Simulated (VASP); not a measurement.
# CaS (Oldhamite) (Fm-3m) in VASP: further runs, part 3 of 3

VASP 6.6.1. Earlier steps stand in the parts before.

## (5) Single point, r2SCAN

This run uses another cell than the first one, of 23.10 Å³/atom, 1.005 times its volume.

The input, POSCAR:

```
CaS
1.0
    0.0000000000      2.8478856805      2.8478856805
    2.8478856805      0.0000000000      2.8478856805
    2.8478856805      2.8478856805      0.0000000000
Ca S
1 1
Direct
    0.0000000000      0.0000000000      0.0000000000
    0.5000000000      0.5000000000      0.5000000000
```

The input, INCAR.step1:

```
ALGO = Normal
EDIFF = 1E-5
ENCUT = 550
GGA = PE
GGA_COMPAT = False
ISMEAR = 0
LASPH = True
LCHARG = False
LREAL = False
LWAVE = True
NBANDS = 15
NELM = 120
PREC = Accurate
SIGMA = 0.02
```

The input, INCAR.step2:

```
ALGO = Normal
EDIFF = 1E-6
ENCUT = 550
GGA_COMPAT = False
ISIF = 2
ISMEAR = 0
ISTART = 1
LASPH = True
LCHARG = False
LMIXTAU = True
LREAL = False
LWAVE = False
METAGGA = R2SCAN
NBANDS = 15
NELM = 120
PREC = Accurate
SIGMA = 0.02
```

The input, KPOINTS:

```
k-points
0
Gamma
  8 8 8
```

The run is started by

```sh
$ cat potpaw_PBE.64/Ca_sv/POTCAR potpaw_PBE.64/S/POTCAR > POTCAR
$ cp INCAR.step1 INCAR
$ mpirun -np 1 vasp_std > vasp.out
$ cp INCAR.step2 INCAR
$ mpirun -np 1 vasp_std > vasp.out
```

It took 71 s on 1 thread of Intel Xeon 6975P-C, shared host; peak memory 0.19 GiB.

Results (log left out):

```
Free energy            : -19.9421 eV
Pressure               : 0.3 GPa
Band gap on the k mesh : 2.80 eV, indirect (least direct gap 3.63 eV)
```

Levels at points of the mesh, in eV from the valence-band top:
| k point | band 5 | band 6 | band 7 | band 8 | band 9 | band 10 | band 11 | band 12 |
| --- | --- | --- | --- | --- | --- | --- | --- | --- |
| (0.00, 0.00, 0.00) | -11.79 | 0.00 | 0.00 | 0.00 | 4.67 | 4.67 | 4.67 | 4.92 |
| (0.50, 0.00, 0.00) | -10.96 | -3.10 | -1.16 | -1.16 | 5.79 | 6.68 | 6.82 | 6.82 |
| (0.50, 0.50, 0.00) | -11.15 | -2.31 | -0.82 | -0.82 | 2.80 | 6.18 | 6.77 | 7.41 |

Caveat: the PAW data sets were made with another functional, which shifts forces and pressure a little.

## (6) Single point, r2SCAN (volume scaled by 1.03)

The input, POSCAR:

```
CaS
1.0
    0.0000000000      2.8760844023      2.8760844023
    2.8760844023      0.0000000000      2.8760844023
    2.8760844023      2.8760844023      0.0000000000
Ca S
1 1
Direct
    0.0000000000      0.0000000000      0.0000000000
    0.5000000000      0.5000000000      0.5000000000
```

The input, INCAR.step1:

```
  PREC = Accurate
  ENCUT = 550
  ISMEAR = 0
  SIGMA = 0.02
  LREAL = False
  LASPH = True
  NELM = 120
  NBANDS = 15
  GGA = PE
  ALGO = Normal
  EDIFF = 1E-5
  LWAVE = True
  LCHARG = False
  GGA_COMPAT = False
```

The input, INCAR.step2:

```
  PREC = Accurate
  ENCUT = 550
  EDIFF = 1E-6
  ISMEAR = 0
  SIGMA = 0.02
  LREAL = False
  LASPH = True
  NELM = 120
  ALGO = Normal
  ISIF = 2
  LWAVE = False
  LCHARG = True
  METAGGA = R2SCAN
  LMIXTAU = True
  LELF = True
  LVHAR = True
  NBANDS = 15
  ISTART = 1
  GGA_COMPAT = False
```

The input, KPOINTS:

```
regular mesh
0
Gamma
  8 8 8
```

Potentials or basis: VASP PAW PBE potentials, release 64 (Ca_sv, S).

The run is started by

```sh
$ cat potpaw_PBE.64/Ca_sv/POTCAR potpaw_PBE.64/S/POTCAR > POTCAR
$ cp INCAR.step1 INCAR
$ mpirun -np 1 vasp_std > vasp.out
$ cp INCAR.step2 INCAR
$ mpirun -np 1 vasp_std > vasp.out
```

It took 61 s on 1 thread of Intel Xeon 6975P-C, shared host; peak memory 0.2 GiB.

Results (log left out):

```yaml
Free_energy: -19.9374 eV
Pressure: -1.4 GPa
Band_gap_on_the_k_mesh: 2.87 eV, indirect (least direct gap 3.67 eV)
```

Levels at points of the mesh, in eV from the valence-band top:
```csv
k point,band 6,band 7,band 8,band 9,band 10,band 11
"(0.00, 0.00, 0.00)",0.00,0.00,0.00,4.68,4.68,4.68
"(0.50, 0.00, 0.00)",-3.00,-1.10,-1.10,5.72,6.58,6.72
"(0.50, 0.50, 0.00)",-2.25,-0.80,-0.80,2.87,6.13,6.62
```

Caveat: the cell differs from its parent crystal (volume scaled by 1.03); the PAW data sets were made with another functional, which shifts forces and pressure a little. A k mesh can miss the band edges.

## (7) Single point, r2SCAN (volume scaled by 1.06)

The input, POSCAR:

```
CaS
1.0
    0.0000000000      2.9037407566      2.9037407566
    2.9037407566      0.0000000000      2.9037407566
    2.9037407566      2.9037407566      0.0000000000
Ca S
1 1
Direct
    0.0000000000      0.0000000000      0.0000000000
    0.5000000000      0.5000000000      0.5000000000
```

The input, INCAR.step1:

```
  ALGO = Normal
  EDIFF = 1E-5
  ENCUT = 550
  GGA = PE
  GGA_COMPAT = False
  ISMEAR = 0
  LASPH = True
  LCHARG = False
  LREAL = False
  LWAVE = True
  NBANDS = 15
  NELM = 120
  PREC = Accurate
  SIGMA = 0.02
```

The input, INCAR.step2:

```
  ALGO = Normal
  EDIFF = 1E-6
  ENCUT = 550
  GGA_COMPAT = False
  ISIF = 2
  ISMEAR = 0
  ISTART = 1
  LASPH = True
  LCHARG = True
  LELF = True
  LMIXTAU = True
  LREAL = False
  LVHAR = True
  LWAVE = False
  METAGGA = R2SCAN
  NBANDS = 15
  NELM = 120
  PREC = Accurate
  SIGMA = 0.02
```

The input, KPOINTS:

```
k-points
0
Gamma
  8 8 8
```

The run is started by

```sh
$ cat potpaw_PBE.64/Ca_sv/POTCAR potpaw_PBE.64/S/POTCAR > POTCAR
$ cp INCAR.step1 INCAR
$ mpirun -np 1 vasp_std > vasp.out
$ cp INCAR.step2 INCAR
$ mpirun -np 1 vasp_std > vasp.out
```

It took 64 s on 1 thread of Intel Xeon 6975P-C, shared host; peak memory 0.2 GiB.

The run converged. Its results:

```
Free energy            : -19.9188 eV
Pressure               : -2.9 GPa
Band gap on the k mesh : 2.93 eV, indirect (least direct gap 3.71 eV)
```

Levels at points of the mesh, in eV from the valence-band top:
```csv
k point,band 4,band 5,band 6,band 7,band 8,band 9,band 10,band 11,band 12,band 13
"(0.00, 0.00, 0.00)",-21.03,-11.60,0.00,0.00,0.00,4.54,4.67,4.67,4.67,5.26
"(0.50, 0.00, 0.00)",-21.04,-10.89,-2.90,-1.04,-1.04,5.66,6.48,6.62,6.62,8.44
"(0.50, 0.50, 0.00)",-21.06,-11.03,-2.19,-0.78,-0.78,2.93,6.07,6.47,7.15,7.17
```

Caveat: the cell differs from its parent crystal (volume scaled by 1.06); the PAW data sets were made with another functional, which shifts forces and pressure a little. A k mesh can miss the band edges.

## (8) Summary

| cell | k mesh | smearing | gap on the mesh (eV) | pressure (GPa) |
| --- | --- | --- | --- | --- |
| a = 4.021 Å, angles 60.0°, 2 atoms | 6 × 6 × 6 | gaussian 0.1 eV | 2.79 | 0.6 |
| a = 3.945 Å, angles 60.0°, 2 atoms | 8 × 8 × 8 | gaussian 0.02 eV | 2.65 | 4.7 |
| a = 3.987 Å, angles 60.0°, 2 atoms | 8 × 8 × 8 | gaussian 0.02 eV | 2.73 | 2.3 |
| a = 4.028 Å, angles 60.0°, 2 atoms | 8 × 8 × 8 | gaussian 0.02 eV | 2.80 | 0.3 |
| a = 4.067 Å, angles 60.0°, 2 atoms | 8 × 8 × 8 | gaussian 0.02 eV | 2.87 | -1.4 |
| a = 4.107 Å, angles 60.0°, 2 atoms | 8 × 8 × 8 | gaussian 0.02 eV | 2.93 | -2.9 |

Alike in all rows: task single point; level r2SCAN; potentials or basis VASP PAW PBE potentials, release 64 (Ca_sv, S); no spin polarisation; cutoff (eV) 550.

Caveats: the PAW data sets were made with another functional, which shifts forces and pressure a little.

Absolute energies hang on the potentials; compare differences alone.
